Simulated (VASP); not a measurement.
# W (Im-3m) in VASP: further runs

Runs on W. Level: LDA. Tasks: single point, relaxation of cell and atoms.

Program: VASP 6.6.1. These are calculated values, not measurements. Logs are shortened: lines on timing, memory, paths and dates and some standing lists are left out, and cuts for length are marked.

## Step 1: The cell of the first run

The structure is cubic, space group Im-3m (No. 229). Conventional cell: a = 3.138 Å, b = 3.138 Å, c = 3.138 Å, α = 90.00°, β = 90.00°, γ = 90.00°. Within 3.6 Å of W (site symmetry m-3m) lie 14 W at 2.72 to 3.14 Å.

## Step 2: Single point, LDA

File INCAR:

```
SYSTEM = W
PREC     = Accurate       ! precision mode
ENCUT    = 520            ! plane-wave cutoff, eV
EDIFF    = 1E-6           ! SCF threshold, eV
ISMEAR   = 0              ! smearing method
SIGMA    = 0.1            ! smearing width, eV
LREAL    = .False.        ! projectors in reciprocal space
LASPH    = .True.         ! aspherical terms in the spheres
NELM     = 80             ! most SCF steps
ALGO     = Normal         ! electronic algorithm
ISIF     = 2              ! what is computed and relaxed
LWAVE    = .False.        ! write WAVECAR
LCHARG   = .False.        ! write CHGCAR
GGA      = CA             ! functional
NBANDS   = 13             ! bands
```

File KPOINTS:

```
Automatic mesh
0
Gamma
  8 8 8
  0 0 0
```

File POSCAR:

```
W
1.0
   -1.5689684582      1.5689684582      1.5689684582
    1.5689684582     -1.5689684582      1.5689684582
    1.5689684582      1.5689684582     -1.5689684582
W
1
Direct
    0.0000000000      0.0000000000      0.0000000000
```

Potentials or basis: VASP PAW LDA potentials, release 64 (W_sv).

Started as:

```console
cat potpaw_LDA.64/W_sv/POTCAR > POTCAR
mpirun -np 1 vasp_std > vasp.out
```

OUTCAR:

```text
SYSTEM = W
   PREC = Accurate
   ENCUT = 520
   EDIFF = 1E-6
   ISMEAR = 0
   LREAL = .False.
   LASPH = .True.
   NELM = 80
   ISIF = 2
   GGA = CA

 ion  position               nearest neighbor table
   1  0.000  0.000  0.000-

  LATTYP: Found a body centered cubic cell.
 ALAT       =     3.1379369164

  Lattice vectors:

 A1 = (  -1.5689684582,   1.5689684582,   1.5689684582)
 A2 = (   1.5689684582,  -1.5689684582,   1.5689684582)
 A3 = (   1.5689684582,   1.5689684582,  -1.5689684582)

Analysis of symmetry for initial positions (statically):
=====================================================================
 Subroutine PRICEL returns:
 Original cell was already a primitive cell.

 Routine SETGRP: Setting up the symmetry group for a
 body centered cubic supercell.

 Subroutine GETGRP returns: Found 48 space group operations
 (whereof 48 operations were pure point group operations)
 out of a pool of 48 trial point group operations.

The static configuration has the point symmetry O_h .

Analysis of symmetry for dynamics (positions and initial velocities):
=====================================================================
 Subroutine PRICEL returns:
 Original cell was already a primitive cell.

 Routine SETGRP: Setting up the symmetry group for a
 body centered cubic supercell.

 Subroutine GETGRP returns: Found 48 space group operations
 (whereof 48 operations were pure point group operations)
 out of a pool of 48 trial point group operations.

The dynamic configuration has the point symmetry O_h .

 Subroutine INISYM returns: Found 48 space group operations
 (whereof 48 operations are pure point group operations),
 and found     1 'primitive' translations

----------------------------------------------------------------------------------------

                                     Primitive cell

  volume of cell :      15.4491

  direct lattice vectors                    reciprocal lattice vectors
    -1.568968458  1.568968458  1.568968458     0.000000000  0.318680721  0.318680721
     1.568968458 -1.568968458  1.568968458     0.318680721  0.000000000  0.318680721
     1.568968458  1.568968458 -1.568968458     0.318680721  0.318680721  0.000000000

  length of vectors
     2.717533085  2.717533085  2.717533085     0.450682598  0.450682598  0.450682598

  position of ions in fractional coordinates (direct lattice)
     0.000000000  0.000000000  0.000000000

  ion indices of the primitive-cell ions
   primitive index   ion index
                 1           1

----------------------------------------------------------------------------------------

 KPOINTS: Automatic mesh

Automatic generation of k-mesh.
 Grid dimensions read from file:
 generate k-points for:    8    8    8

 Generating k-lattice:

  Cartesian coordinates                     Fractional coordinates (reciprocal lattice)
     0.000000000  0.039835090  0.039835090     0.125000000  0.000000000  0.000000000
     0.039835090  0.000000000  0.039835090     0.000000000  0.125000000  0.000000000
     0.039835090  0.039835090  0.000000000     0.000000000  0.000000000  0.125000000

  Length of vectors
     0.056335325  0.056335325  0.056335325

  Shift w.r.t. Gamma in fractional coordinates (k-lattice)
     0.000000000  0.000000000  0.000000000

 Subroutine IBZKPT returns following result:
 ===========================================

 Found     29 irreducible k-points:

 Following reciprocal coordinates:
            Coordinates               Weight
  0.000000  0.000000  0.000000      1.000000
  0.125000  0.000000  0.000000     12.000000
  0.250000  0.000000  0.000000     12.000000
  0.375000  0.000000  0.000000     12.000000
  0.500000  0.000000  0.000000      6.000000
  0.125000  0.125000  0.000000     24.000000
[... 16 lines left out ...]
 -0.250000  0.250000  0.250000      6.000000
 -0.375000  0.375000  0.250000     24.000000
 [... further k-points ...]
   k-points           NKPTS =     29   k-points in BZ     NKDIM =     29   number of bands    NBANDS=     13
   number of dos      NEDOS =    301   number of ions     NIONS =      1
   total plane-waves  NPLWV =   8000
   dimension x,y,z NGX =    20 NGY =   20 NGZ =   20
   dimension x,y,z NGXF=    40 NGYF=   40 NGZF=   40
   ions per type =               1
   NGX,Y,Z   is equivalent  to a cutoff of  12.24, 12.24, 12.24 a.u.
   NGXF,Y,Z  is equivalent  to a cutoff of  24.47, 24.47, 24.47 a.u.
 SYSTEM =  W
   PREC   = accura    normal or accurate (medium, high low for compatibility)
   ISTART =      0    job   : 0-new  1-cont  2-samecut
   ICHARG =      2    charge: 1-file 2-atom 10-const
   ISPIN  =      1    spin polarized calculation?
   LNONCOLLINEAR =      F non collinear calculations
   LSORBIT =      F    spin-orbit coupling
   LASPH  =      T    aspherical Exc in radial PAW
   ENCUT  =  520.0 eV  38.22 Ry    6.18 a.u.   5.05  5.05  5.05*2*pi/ulx,y,z
   NELM   =     80;   NELMIN=  2; NELMDL= -5     # of ELM steps
   EDIFF  = 0.1E-05   stopping-criterion for ELM
   LREAL  =      F    real-space projection
   EDIFFG = 0.1E-04   stopping-criterion for IOM
   NSW    =      0    number of steps for IOM
   IBRION =     -1    ionic relax: 0-MD 1-quasi-New 2-CG
   NFREE  =      0    steps in history (QN), initial steepest desc. (CG)
   ISIF   =      2    stress and relaxation
   ISYM   =      2    0-nonsym 1-usesym 2-fastsym
   POTIM  = 0.5000    time-step for ionic-motion
   TEBEG  =    0.0;   TEEND  =   0.0 temperature during run
   PSTRESS=    0.0 pullay stress
   NELECT =      14.0000    total number of electrons
   NUPDOWN=      -1.0000    fix difference up-down
   EMIN   =  10.00;   EMAX   =-10.00  energy-range for DOS
   EFERMI =   0.00;   METHOD = LEGACY
   ISMEAR =     0;   SIGMA  =   0.10  broadening in eV -4-tet -1-fermi 0-gaus
   EFERMI_NEDOS =   21; number of points for ismear=-14 and -15
   IALGO  =     38    algorithm
   IMIX   =      4    mixing-type and parameters
     AMIX     =   0.40;   BMIX     =  1.00
     AMIX_MAG =   1.60;   BMIX_MAG =  1.00
  volume/ion in A,a.u.               =      15.45       104.26
  Fermi-wavevector in a.u.,A,eV,Ry     =   1.584224  2.993750 34.147442  2.509766
  Thomas-Fermi vector in A             =   2.683875
   LORBIT       =      0    0 simple, 1 ext, 2 COOP (PROOUT), +10 PAW based schemes
   GGA     = CA    functional components
   LHFCALC =     F    Hartree Fock is set to
   AEXX    =    0.0000 exact exchange contribution
   IVDW    =     0    specifies the selected vdW correction
   LEPSILON=     F    determine dielectric tensor
   LRPA    =     F    only Hartree local field effects (RPA)
 non-spin polarized calculation
 Gauss-broadening in eV      SIGMA  =   0.10
  energy-cutoff  :      520.00
  volume of cell :       15.45
 maximum number of plane-waves:       429
   NGX = 11   NGY = 11   NGZ = 11

 number of electron      14.0000004 magnetization

 Free energy of the ion-electron system (eV)
  ---------------------------------------------------
  ext. energy  EPLUGINS =         0.00000000
  ---------------------------------------------------
  free energy    TOTEN  =       -14.10169701 eV

  energy without entropy =      -14.10169494  energy(sigma->0) =      -14.10169597

 E-fermi :  11.4351     XC(G=0): -13.9756

 val. band max:       11.1439196659   @ k =  -0.3750   0.3750   0.2500
 cond. band min:      11.7155779382   @ k =  -0.2500   0.2500   0.1250
 fundamental gap:      0.5716582723
 Fermi energy:        11.4350900558

 k-point     1 :       0.0000    0.0000    0.0000
  band No.  band energies     occupation
      1     -62.0260      2.00000
      2     -25.7924      2.00000
      3     -25.7924      2.00000
      4     -25.7924      2.00000
      5       2.0140      2.00000
      6      10.3911      2.00000
      7      10.3911      2.00000
      8      10.3911      2.00000
      9      13.9403      0.00000
     10      13.9403      0.00000
     11      26.3306      0.00000
     12      26.3306      0.00000
     13      26.3306      0.00000

 k-point     2 :       0.1250    0.0000    0.0000
  band No.  band energies     occupation
      1     -62.0034      2.00000
      2     -26.0173      2.00000
      3     -25.8624      2.00000
      4     -25.7937      2.00000
      5       2.7695      2.00000
      6       9.9499      2.00000
      7      10.2444      2.00000
      8      11.1415      1.99997
      9      13.3820      0.00000
     10      13.9567      0.00000
     11      26.9017      0.00000
     12      27.6171      0.00000
     13      28.0168      0.00000

 k-point     3 :       0.2500    0.0000    0.0000
  band No.  band energies     occupation
      1     -61.9487      2.00000
      2     -26.5355      2.00000
      3     -26.0279      2.00000
      4     -25.7970      2.00000
      5       4.4747      2.00000
      6       9.0368      2.00000
      7       9.7964      2.00000
      8      13.2585      0.00000
      9      13.3127      0.00000
     10      14.1376      0.00000
     11      26.6600      0.00000
     12      28.6413      0.00000
     13      31.0210      0.00000
[... 305 lines left out ...]
 k-point    23 :      -0.2500    0.2500    0.2500
  band No.  band energies     occupation
      1     -61.8815      2.00000
      2     -26.5624      2.00000
      3     -26.2825      2.00000
      4     -26.2825      2.00000
      5       6.5208      2.00000
      6       8.7219      2.00000
      7      11.1426      1.99996
      8      11.1426      1.99996
      9      13.0628      0.00000
     10      15.2730      0.00000
     11      26.4636      0.00000
     12      31.7583      0.00000
     13      31.7584      0.00000

 k-point    24 :      -0.3750    0.3750    0.2500
  band No.  band energies     occupation
      1     -61.8337      2.00000
      2     -26.8570      2.00000
      3     -26.4559      2.00000
      4     -26.3249      2.00000
      5       7.0621      2.00000
      6       7.7486      2.00000
      7      11.1439      1.99996
      8      11.9671      0.00000
      9      15.5313      0.00000
     10      16.2750      0.00000
     11      25.8203      0.00000
     12      28.4025      0.00000
     13      29.4664      0.00000

 [... further k-points ...]
[... 5 lines left out ...]
  --------------------------------------------------------------------------------------
  -------------------------------------------------------------------------------------
  Total        0.1835315      0.1835315      0.1835315      0.0000000      0.0000000     -0.0000000
  in kB       19.0334962     19.0334962     19.0334962      0.0000000      0.0000000     -0.0000000
  external PRESSURE =      19.0334962 kB  Pullay stress =       0.0000000 kB

 VOLUME and BASIS-vectors are now :
 -----------------------------------------------------------------------------
  energy-cutoff  :      520.00
  volume of cell :       15.45
      direct lattice vectors                 reciprocal lattice vectors
    -1.568968458  1.568968458  1.568968458     0.000000000  0.318680721  0.318680721
     1.568968458 -1.568968458  1.568968458     0.318680721  0.000000000  0.318680721
     1.568968458  1.568968458 -1.568968458     0.318680721  0.318680721  0.000000000

 POSITION                                       TOTAL-FORCE (eV/Angst)
 -----------------------------------------------------------------------------------
      0.00000      0.00000      0.00000        -0.000000     -0.000000      0.000000
 -----------------------------------------------------------------------------------
    total drift:                                0.000000     -0.000000     -0.000000

  FREE ENERGIE OF THE ION-ELECTRON SYSTEM (eV)
  ---------------------------------------------------
  free  energy   TOTEN  =       -14.1016970074 eV

  energy  without entropy=      -14.1016949415  energy(sigma->0) =      -14.10169597
```

Run time: 2 s. Hardware: 1 thread of Intel Xeon 6975P-C (Granite Rapids), shared host; peak memory 0.12 GiB.

Results:

- Free energy: -14.1017 eV
- Pressure: 1.9 GPa
- Band gap on the k mesh: zero (band 7 reaches 17.03 eV, above the bottom of band 8 at 10.39 eV)

Caveat: spin-orbit coupling is left out, which moves the levels of the heavy elements.

## Step 3: Single point, LDA

This run uses another cell than the first one, of 16.41 Å³/atom, 1.062 times its volume.

Edit INCAR of step 2 so:

```diff
@@ -3,3 +3,3 @@
 ENCUT    = 520            ! plane-wave cutoff, eV
-EDIFF    = 1E-6           ! SCF threshold, eV
+EDIFF    = 1E-7           ! SCF threshold, eV
 ISMEAR   = 0              ! smearing method
@@ -9,3 +9,3 @@
 NELM     = 80             ! most SCF steps
-ALGO     = Normal         ! electronic algorithm
+ALGO     = Fast           ! electronic algorithm
 ISIF     = 2              ! what is computed and relaxed
```

KPOINTS is that of step 2.

File POSCAR:

```
W
1.0
   -1.6007500000      1.6007500000      1.6007500000
    1.6007500000     -1.6007500000      1.6007500000
    1.6007500000      1.6007500000     -1.6007500000
W
1
Direct
    0.0000000000      0.0000000000      0.0000000000
```

Potentials or basis: VASP PAW LDA potentials, release 64 (W_sv).

Started as:

```console
cat potpaw_LDA.64/W_sv/POTCAR > POTCAR
mpirun -np 1 vasp_std > vasp.out
```

Wall time 3 s (1 thread of Intel Xeon 6975P-C (Granite Rapids), shared host); peak memory 0.12 GiB.

It converged, with:

* Free energy: -14.0554 eV
* Pressure: -16.6 GPa
* Band gap on the k mesh: zero (band 7 reaches 15.72 eV, above the bottom of band 8 at 9.62 eV)

Levels at points of the mesh, in eV from the Fermi level:
```
           k point  band 3  band 4  band 5  band 6  band 7  band 8  band 9  band 10  band 11  band 12
(0.00, 0.00, 0.00)  -37.43  -37.43   -9.13   -0.98   -0.98   -0.98    2.32     2.32    14.72    14.72
(0.50, 0.00, 0.00)  -37.81  -37.43   -5.81   -3.19    0.94    2.21    3.12     6.05    10.75    11.70
(0.50, 0.50, 0.50)  -38.25  -38.25   -5.36   -5.36    5.12    5.12    5.12     8.30     8.30     8.30
```

Caveat: spin-orbit coupling is left out, which moves the levels of the heavy elements.

## Step 4: Relaxation of cell and atoms, LDA

This run uses another cell than the first one, of 16.41 Å³/atom, 1.062 times its volume.

File INCAR:

```
SYSTEM = W
  ALGO = Fast
  EDIFF = 1E-6
  EDIFFG = -0.05
  ENCUT = 600
  GGA = CA
  IBRION = 2
  ISIF = 3
  ISMEAR = 0
  LASPH = .True.
  LCHARG = .False.
  LREAL = .False.
  LWAVE = .False.
  NELM = 80
  NSW = 100
  PREC = Accurate
  SIGMA = 0.1
```

File KPOINTS:

```
k-points
0
Gamma
  8 8 8
  0 0 0
```

POSCAR is that of step 3.

Started as:

```console
cat potpaw_LDA.64/W_sv/POTCAR > POTCAR
mpirun -np 1 vasp_std > vasp.out
```

Wall time 7.4 s (1 thread of Intel Xeon 6975P-C (Granite Rapids), shared host); peak memory 0.13 GiB.

The run converged. Its results:

```yaml
Free_energy: -14.1025 eV
Relaxed_volume: 15.56 Å³/atom
Relaxed_cell: a = 2.724 Å, b = 2.724 Å, c = 2.724 Å, α = 109.47°, β = 109.47°, γ = 109.47°
Space_group_after_relaxing_to_0.05_Å: Im-3m (No. 229)
Energy_gained_by_relaxing: 47.0 meV/atom
Ionic_steps: 4
Pressure_after_relaxing: -0.4 GPa
Band_gap_on_the_k_mesh: zero (band 7 reaches 16.87 eV, above the bottom of band 8 at 10.30 eV)
```

The path:
| step | energy change (eV) | largest force (eV/Å) | pressure (GPa) | volume (Å³) |
| --- | --- | --- | --- | --- |
| 1 | 0.0000 | 0.0000 | -16.43 | 16.41 |
| 2 | 0.7193 | 0.0000 | 103.57 | 12.73 |
| 3 | -0.0466 | 0.0000 | -1.72 | 15.62 |
| 4 | -0.0470 | 0.0000 | -0.42 | 15.56 |

Final structure:
```xyz
1
Lattice="-1.5726 1.5726 1.5726 1.5726 -1.5726 1.5726 1.5726 1.5726 -1.5726" Properties=species:S:1:pos:R:3 pbc="T T T"
W    -1.5726    1.5726    1.5726
```

Levels at points of the mesh, in eV from the Fermi level:
```
           k point  band 4  band 5  band 6  band 7  band 8  band 9  band 10  band 11
(0.00, 0.00, 0.00)  -37.25   -9.39   -1.04   -1.04   -1.04    2.48     2.48    14.88
(0.50, 0.00, 0.00)  -37.26   -6.12   -3.42    1.16    2.40    3.38     6.56    11.87
(0.50, 0.50, 0.50)  -38.22   -5.75   -5.75    5.54    5.54    5.54     8.77     8.77
```

Caveat: spin-orbit coupling is left out, which moves the levels of the heavy elements.

## Step 5: Single point, LDA

File INCAR:

```
PREC = Accurate ; ENCUT = 520
EDIFF = 1E-6 ; ISMEAR = 0
SIGMA = 0.1 ; LREAL = F
LASPH = T ; NELM = 100
ALGO = Fast ; ISIF = 2
LWAVE = F ; LCHARG = F
GGA = CA ; NBANDS = 13
```

File KPOINTS:

```
Automatic mesh
0
Gamma
  18 18 18
```

File POSCAR:

```
W
1.0
   -1.5680780657      1.5680780657      1.5680780657
    1.5680780657     -1.5680780657      1.5680780657
    1.5680780657      1.5680780657     -1.5680780657
W
1
Direct
    0.0000000000      0.0000000000      0.0000000000
```

Started as:

```console
cat potpaw_LDA.64/W_sv/POTCAR > POTCAR
mpirun -np 1 vasp_std > vasp.out
```

Run time: 12 s. Hardware: 1 thread of Intel Xeon 6975P-C (Granite Rapids), shared host; peak memory 0.14 GiB.

The run converged. Its results:

| Property | Result |
| --- | --- |
| Free energy | -14.1007 eV |
| Pressure | 1.9 GPa |
| Band gap on the k mesh | zero (band 7 reaches 17.07 eV, above the bottom of band 8 at 10.41 eV) |

Levels at points of the mesh, in eV from the Fermi level:
| k point | band 3 | band 4 | band 5 | band 6 | band 7 | band 8 | band 9 | band 10 | band 11 | band 12 |
| --- | --- | --- | --- | --- | --- | --- | --- | --- | --- | --- |
| (0.00, 0.00, 0.00) | -37.47 | -37.47 | -9.68 | -1.30 | -1.30 | -1.30 | 2.26 | 2.26 | 14.65 | 14.65 |
| (0.50, 0.00, 0.00) | -37.93 | -37.48 | -6.42 | -3.71 | 0.95 | 2.19 | 3.18 | 6.40 | 11.55 | 11.65 |
| (0.50, 0.50, 0.50) | -38.47 | -38.47 | -6.06 | -6.06 | 5.36 | 5.36 | 5.36 | 8.59 | 8.59 | 8.59 |

Caveat: spin-orbit coupling is left out, which moves the levels of the heavy elements.

(Part 1 of 2 ends here.)
